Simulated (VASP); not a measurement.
# AlAs5 (P6/mmm) in VASP: notebook

AlAs5 is run at these levels: PBE; tasks: relaxation of cell and atoms, single point.

Program: VASP 6.6.1. These are calculated values, not measurements. Logs are shortened: lines on timing, memory, paths and dates and some standing lists are left out, and cuts for length are marked.

## (1) The cell of the first run

The structure is hexagonal, space group P6/mmm (No. 191). Conventional cell: a = 5.644 Å, b = 5.644 Å, c = 4.358 Å, α = 90.00°, β = 90.00°, γ = 120.00°. Al (site symmetry 6/mmm) has 18 As at 3.26 to 3.57 Å and 2 Al at 4.36 Å within 4.4 Å. As (site symmetry -6m2) has 9 As at 2.72 to 3.26 Å and 3 Al at 3.26 Å within 3.6 Å. Within 3.6 Å of As (site symmetry mmm) lie 8 As at 2.72 to 2.82 Å and 4 Al at 3.57 Å.

The cell was generated, and may not be a known phase.

## (2) Relaxation of cell and atoms, PBE

Input file INCAR:

```
PREC = Accurate ; ENCUT = 600
EDIFF = 1E-6 ; ISMEAR = 0
SIGMA = 0.1 ; LREAL = F
LASPH = T ; NELM = 80
ALGO = Normal ; ISIF = 3
LWAVE = F ; LCHARG = F
GGA = PE ; IBRION = 2
NSW = 90 ; EDIFFG = -0.04
```

Input file KPOINTS:

```
regular mesh
0
Gamma
  6 6 4
```

Input file POSCAR:

```
AlAs5
1.0
    5.6440690000      0.0000000000      0.0000000000
   -2.8220345000      4.8879071300      0.0000000000
    0.0000000000      0.0000000000      4.3584752900
Al As
1 5
Direct
    0.0000000000      0.0000000000      0.0000000000
    0.3333333300      0.6666666700      0.0000000000
    0.6666666700      0.3333333300      0.0000000000
    0.5000000000      0.0000000000      0.5000000000
    0.5000000000      0.5000000000      0.5000000000
    0.0000000000      0.5000000000      0.5000000000
```

Potentials or basis: VASP PAW PBE potentials, release 64 (Al, As).

On the command line:

```
> cat potpaw_PBE.64/Al/POTCAR potpaw_PBE.64/As/POTCAR > POTCAR
> mpirun -np 1 vasp_std > vasp.out
```

OUTCAR:

```text
PREC = Accurate
   ENCUT = 600
   EDIFF = 1E-6
   ISMEAR = 0
   LREAL = F
   LASPH = T
   NELM = 80
   ISIF = 3
   GGA = PE
   IBRION = 2
   NSW = 90
   EDIFFG = -0.04

 ion  position               nearest neighbor table
   1  0.000  0.000  0.000-
   2  0.333  0.667  0.000-   4 2.72   4 2.72   6 2.72   6 2.72   5 2.72   5 2.72
   3  0.667  0.333  0.000-   4 2.72   4 2.72   6 2.72   6 2.72   5 2.72   5 2.72
   4  0.500  0.000  0.500-   2 2.72   3 2.72   2 2.72   3 2.72   5 2.82   6 2.82   5 2.82   6 2.82

   5  0.500  0.500  0.500-   2 2.72   3 2.72   2 2.72   3 2.72   4 2.82   4 2.82   6 2.82   6 2.82

   6  0.000  0.500  0.500-   2 2.72   3 2.72   2 2.72   3 2.72   4 2.82   4 2.82   5 2.82   5 2.82

  LATTYP: Found a hexagonal cell.
 ALAT       =     5.6440690000
 C/A-ratio  =     0.7722221840

  Lattice vectors:

 A1 = (   5.6440690000,   0.0000000000,   0.0000000000)
 A2 = (  -2.8220345000,   4.8879071300,   0.0000000000)
 A3 = (   0.0000000000,   0.0000000000,   4.3584752900)

Analysis of symmetry for initial positions (statically):
=====================================================================
 Subroutine PRICEL returns:
 Original cell was already a primitive cell.

 Routine SETGRP: Setting up the symmetry group for a
 hexagonal supercell.

 Subroutine GETGRP returns: Found 24 space group operations
 (whereof 24 operations were pure point group operations)
 out of a pool of 24 trial point group operations.

The static configuration has the point symmetry D_6h.

Analysis of symmetry for dynamics (positions and initial velocities):
=====================================================================
 Subroutine PRICEL returns:
 Original cell was already a primitive cell.

 Routine SETGRP: Setting up the symmetry group for a
 hexagonal supercell.

 Subroutine GETGRP returns: Found 24 space group operations
 (whereof 24 operations were pure point group operations)
 out of a pool of 24 trial point group operations.

The dynamic configuration has the point symmetry D_6h.

 Subroutine INISYM returns: Found 24 space group operations
 (whereof 24 operations are pure point group operations),
 and found     1 'primitive' translations

----------------------------------------------------------------------------------------

                                     Primitive cell

  volume of cell :     120.2402

  direct lattice vectors                    reciprocal lattice vectors
[... 87 lines left out ...]
   LSORBIT =      F    spin-orbit coupling
   LASPH  =      T    aspherical Exc in radial PAW
   ENCUT  =  600.0 eV  44.10 Ry    6.64 a.u.  11.27 11.27  8.70*2*pi/ulx,y,z
   NELM   =     80;   NELMIN=  2; NELMDL= -5     # of ELM steps
   EDIFF  = 0.1E-05   stopping-criterion for ELM
   LREAL  =      F    real-space projection
   EDIFFG = -.4E-01   stopping-criterion for IOM
   NSW    =     90    number of steps for IOM
   IBRION =      2    ionic relax: 0-MD 1-quasi-New 2-CG
   NFREE  =      1    steps in history (QN), initial steepest desc. (CG)
   ISIF   =      3    stress and relaxation
   ISYM   =      2    0-nonsym 1-usesym 2-fastsym
   POTIM  = 0.5000    time-step for ionic-motion
   TEBEG  =    0.0;   TEEND  =   0.0 temperature during run
   PSTRESS=    0.0 pullay stress
   NELECT =      28.0000    total number of electrons
   NUPDOWN=      -1.0000    fix difference up-down
   EMIN   =  10.00;   EMAX   =-10.00  energy-range for DOS
   EFERMI =   0.00;   METHOD = LEGACY
   ISMEAR =     0;   SIGMA  =   0.10  broadening in eV -4-tet -1-fermi 0-gaus
   EFERMI_NEDOS =   21; number of points for ismear=-14 and -15
   IALGO  =     38    algorithm
   IMIX   =      4    mixing-type and parameters
     AMIX     =   0.40;   BMIX     =  1.00
     AMIX_MAG =   1.60;   BMIX_MAG =  1.00
  volume/ion in A,a.u.               =      20.04       135.24
  Fermi-wavevector in a.u.,A,eV,Ry     =   1.007189  1.903311 13.802149  1.014429
  Thomas-Fermi vector in A             =   2.139978
   LORBIT       =      0    0 simple, 1 ext, 2 COOP (PROOUT), +10 PAW based schemes
   GGA     = PE    functional components
   LHFCALC =     F    Hartree Fock is set to
   AEXX    =    0.0000 exact exchange contribution
   IVDW    =     0    specifies the selected vdW correction
   LEPSILON=     F    determine dielectric tensor
   LRPA    =     F    only Hartree local field effects (RPA)
 conjugate gradient relaxation of ions
 non-spin polarized calculation
 Gauss-broadening in eV      SIGMA  =   0.10
  energy-cutoff  :      600.00
  volume of cell :      120.24
 maximum number of plane-waves:      4026
 NGX is ok and might be reduce to    48
   NGX = 23   NGY = 23   NGZ = 17

--------------------------------------- Ionic step        1  -------------------------------------------

 number of electron      28.0000001 magnetization

 Free energy of the ion-electron system (eV)
  ---------------------------------------------------
  ext. energy  EPLUGINS =         0.00000000
  ---------------------------------------------------
  free energy    TOTEN  =       -23.58120946 eV

  energy without entropy =      -23.55733661  energy(sigma->0) =      -23.56927304

------------------------ aborting loop because EDIFF is reached ----------------------------------------

  FORCE on cell =-STRESS in cart. coord.  units (eV):
  Direction    XX          YY          ZZ          XY          YZ          ZX
  --------------------------------------------------------------------------------------
  -------------------------------------------------------------------------------------
  Total        2.0430444      2.0430444     10.9002913      0.0000000      0.0000000      0.0000000
  in kB       27.2231600     27.2231599    145.2442128      0.0000000      0.0000000      0.0000000
  external PRESSURE =      66.5635109 kB  Pullay stress =       0.0000000 kB
[... 549 lines left out ...]
  FREE ENERGIE OF THE ION-ELECTRON SYSTEM (eV)
  ---------------------------------------------------
  free  energy   TOTEN  =       -23.9495676171 eV

  energy  without entropy=      -23.9342185816  energy(sigma->0) =      -23.94189310

[... ionic steps 4 to 12 ...]

--------------------------------------- Ionic step       13  -------------------------------------------

 number of electron      27.9999998 magnetization

 E-fermi :   5.8452     XC(G=0): -10.0829
[... 523 lines left out ...]
--------------------------------------- Ionic step       15  -------------------------------------------

 number of electron      28.0000000 magnetization

 Free energy of the ion-electron system (eV)
  ---------------------------------------------------
  ext. energy  EPLUGINS =         0.00000000
  ---------------------------------------------------
  free energy    TOTEN  =       -24.22290513 eV

  energy without entropy =      -24.21385248  energy(sigma->0) =      -24.21837880

 E-fermi :   5.4660     XC(G=0):  -9.9487

 val. band max:        5.4496404188   @ k =   0.0000   0.0000   0.2500
 cond. band min:       5.5358118843   @ k =   0.3333   0.1667   0.5000
 fundamental gap:      0.0861714654
 Fermi energy:         5.4660331275
[... 472 lines left out ...]
  FREE ENERGIE OF THE ION-ELECTRON SYSTEM (eV)
  ---------------------------------------------------
  free  energy   TOTEN  =       -24.2229051279 eV

  energy  without entropy=      -24.2138524794  energy(sigma->0) =      -24.21837880

 reached required accuracy - stopping structural energy minimisation
```

CONTCAR:

```text
AlAs5
   1.00000000000000
     5.4116275359941843   -0.0000000000000000    0.0000000000000000
    -2.7058137679970922    4.6866069179108099   -0.0000000000000000
     0.0000000000000000    0.0000000000000000    5.0827727111312724
  Al              As
     1     5
Direct
     0.0000000000000000    0.0000000000000000    0.0000000000000000
     0.3333333300000021    0.6666666699999979    0.0000000000000000
     0.6666666699999979    0.3333333300000021    0.0000000000000000
     0.5000000000000000    0.0000000000000000    0.5000000000000000
     0.5000000000000000    0.5000000000000000    0.5000000000000000
     0.0000000000000000    0.5000000000000000    0.5000000000000000

  0.00000000E+00  0.00000000E+00  0.00000000E+00
  0.00000000E+00  0.00000000E+00  0.00000000E+00
  0.00000000E+00  0.00000000E+00  0.00000000E+00
  0.00000000E+00  0.00000000E+00  0.00000000E+00
  0.00000000E+00  0.00000000E+00  0.00000000E+00
  0.00000000E+00  0.00000000E+00  0.00000000E+00
```

It took 6.9 min on 1 thread of Intel Xeon Platinum 8488C (Sapphire Rapids), shared host; peak memory 0.31 GiB.

Results:

* Free energy: -24.2229 eV
* Relaxed volume: 21.49 Å³/atom
* Relaxed cell: a = 5.412 Å, b = 5.412 Å, c = 5.083 Å, α = 90.00°, β = 90.00°, γ = 120.00°
* Space group after relaxing (to 0.1 Å): P6/mmm (No. 191)
* Energy gained by relaxing: 106.9 meV/atom
* Ionic steps: 15
* Pressure after relaxing: 0.1 GPa
* Band gap on the k mesh: zero (bands 14 and 15 overlap by 1.25 eV)

Step by step:
| step | energy change (eV) | largest force (eV/Å) | pressure (GPa) | volume (Å³) |
| --- | --- | --- | --- | --- |
| 1 | 0.0000 | 0.0000 | 6.66 | 120.24 |
| 2 | -0.3496 | 0.0000 | -2.60 | 135.11 |
| 3 | -0.3684 | 0.0000 | -1.16 | 131.95 |
| 4 | -0.4126 | 0.0000 | -0.51 | 129.86 |
| 5 | -0.5091 | 0.0000 | 3.15 | 123.50 |
| 6 | 0.3277 | 0.0000 | 14.68 | 110.40 |
| 7 | -0.5134 | 0.0000 | 3.70 | 122.63 |
| 8 | -0.5256 | 0.0000 | 3.78 | 122.51 |
| 9 | -0.5499 | 0.0000 | 4.04 | 122.11 |
| 10 | -0.5203 | 0.0000 | 4.55 | 121.22 |
| 11 | -0.5527 | 0.0000 | 4.15 | 121.90 |
| 12 | -0.5710 | 0.0000 | 3.67 | 122.62 |
| 13 | -0.6129 | 0.0000 | 2.31 | 124.83 |
| 14 | -0.6414 | 0.0000 | -0.14 | 129.31 |
| 15 | -0.6417 | 0.0000 | 0.05 | 128.91 |

Final structure:
```xyz
6
Lattice="5.4116 0.0000 0.0000 -2.7058 4.6866 0.0000 0.0000 0.0000 5.0828" Properties=species:S:1:pos:R:3 pbc="T T T"
Al    0.0000    0.0000    0.0000
As    0.0000    3.1244    0.0000
As    2.7058    1.5622    0.0000
As    2.7058    0.0000    2.5414
As    1.3529    2.3433    2.5414
As   -1.3529    2.3433    2.5414
```

Caveat: the k points lie up to 0.31 Å⁻¹ apart in the final cell, too coarse for converged energies and pressures of a metal; a cell axis changed by over 15 % at a fixed basis, so the end point is rough.

(Part 1 of 3 ends here.)

The gap in the log of VASP goes by the Fermi energy; the results here count the filled bands.